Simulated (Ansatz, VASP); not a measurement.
# Two plane-wave programs on Si2Mo

The input INCAR:

```
ALGO = Normal ; EDIFF = 1E-7
ENCUT = 520 ; GGA = CA
ISIF = 2 ; ISMEAR = -1
LASPH = True ; LCHARG = False
LREAL = False ; LWAVE = False
NBANDS = 18 ; NELM = 100
PREC = Accurate ; SIGMA = 0.05
```

Contents of KPOINTS:

```
k-points
0
Gamma
  15 15 15
```

POSCAR

```
Si2Mo
1.0
   -1.5159703338      1.5159703338      3.7506184361
    1.5159703338     -1.5159703338      3.7506184361
    1.5159703338      1.5159703338     -3.7506184361
Mo Si
1 2
Direct
    0.0000000000      0.0000000000      0.0000000000
    0.3334819966      0.3334819966      0.0000000000
   -0.3334819966     -0.3334819966      0.0000000000
```

Input for Ansatz:

```yaml
crystal:
  lattice:
    - [-1.5159703338, 1.5159703338, 3.7506184361]
    - [1.5159703338, -1.5159703338, 3.7506184361]
    - [1.5159703338, 1.5159703338, -3.7506184361]
  atoms:
    - { symbol: Mo, position: [0.0, 0.0, 0.0] }
    - { symbol: Si, position: [0.3334819966, 0.3334819966, 0.0] }
    - { symbol: Si, position: [-0.3334819966, -0.3334819966, 0.0] }
kpoints:
  mp_grid: { grid: [15, 15, 15] }
scf:
  occupations: { method: fermi_dirac, width: 0.05 }
hamiltonian:
  xc: lda
  pseudopotentials: { kind: paw }
output:
  forces: true
  stress: true
  eigenvalues: true
  populations: true
  write_density: true
  write_potential: true
  elf: true
  volumetric_format: npy
```

Change from the starting cell: volume scaled by 0.88, PAW files.

Alike in both runs: task single point; functional LDA; k mesh 15 × 15 × 15; occupations fermi-dirac, width 0.05 eV; no spin polarisation.

|  | VASP | Ansatz |
| --- | --- | --- |
| version | VASP 6.6.1 | Ansatz 0.2.0 |
| potentials or method | VASP PAW LDA potentials, release 64 (Mo_sv, Si) | PAW with Ansatz's default frozen-core files, scalar-relativistic |
| plane-wave cutoff (eV) | 520 | 420 |
| valence electrons in the cell | 22 | 22 |

|  | VASP | Ansatz | Ansatz less VASP |
| --- | --- | --- | --- |
| pressure (GPa) | 39.0 | 37.9 | -1.05 |
| traceless stress, the component that is largest in VASP (GPa) | 0.08 | 0.00 | -0.076 |
| rms of the force components (eV/Å) | 0.008 | 0.000 | -0.0081 |

LDA's correlation is that of Perdew and Zunger in VASP and of Perdew and Wang (1992) in Ansatz. Atom by atom the forces differ by 0.008 eV/Å (rms over components). Both programs put the cell under a high pressure, so it lies far from rest at this level.
